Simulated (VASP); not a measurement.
Write the native input for VASP 6.6.1 that does the following.

* Task: single point
* Functional: PBE
* Potentials or basis: VASP PAW PBE potentials, release 64 (Ti_sv)
* Cutoff: 520 eV
* k mesh: 14 × 14 × 14
* Occupations: fermi-dirac, width 0.05 eV
* Spin: no spin polarisation
* Dipole correction: no
* Further INCAR settings: ALGO = Normal; EDIFF = 1e-07; NBANDS = 12

The structure of Ti lies in POSCAR:

```
Ti
1.0
    1.9445336346      0.0000000000      0.0000000000
    0.0000000000      1.9445336346      0.0000000000
    0.0000000000      0.0000000000      1.9445336346
Ti
1
Direct
    0.0000000000      0.0000000000      0.0000000000
```

This cell differs from its parent crystal: volume scaled by 0.4.

These files were run (other wordings do the same):

INCAR

```
PREC     = Accurate       # precision mode
ENCUT    = 520            # plane-wave cutoff, eV
EDIFF    = 1E-7           # SCF threshold, eV
ISMEAR   = -1             # smearing method
SIGMA    = 0.05           # smearing width, eV
LREAL    = F              # projectors in reciprocal space
LASPH    = T              # aspherical terms in the spheres
NELM     = 100            # most SCF steps
ALGO     = Normal         # electronic algorithm
ISIF     = 2              # what is computed and relaxed
LWAVE    = F              # write WAVECAR
LCHARG   = T              # write CHGCAR
GGA      = PE             # functional
LELF     = T              # ELF
LVHAR    = T            
NBANDS   = 12             # bands
```

KPOINTS

```
regular mesh
0
Gamma
  14 14 14
```

Potentials or basis: VASP PAW PBE potentials, release 64 (Ti_sv).

The run is started by

```console
$ cat potpaw_PBE.64/Ti_sv/POTCAR > POTCAR
$ mpirun -np 1 vasp_std > vasp.out
```

Results of the run:

- Pressure: 404.2 GPa
- Band gap on the k mesh: zero (band 6 reaches 22.52 eV, above the bottom of band 7 at 15.04 eV)

Wall time 2.9 s on 1 thread of Intel(R) Xeon(R) 6975P-C (Granite Rapids), on a shared host, peak memory 0.12 GiB.
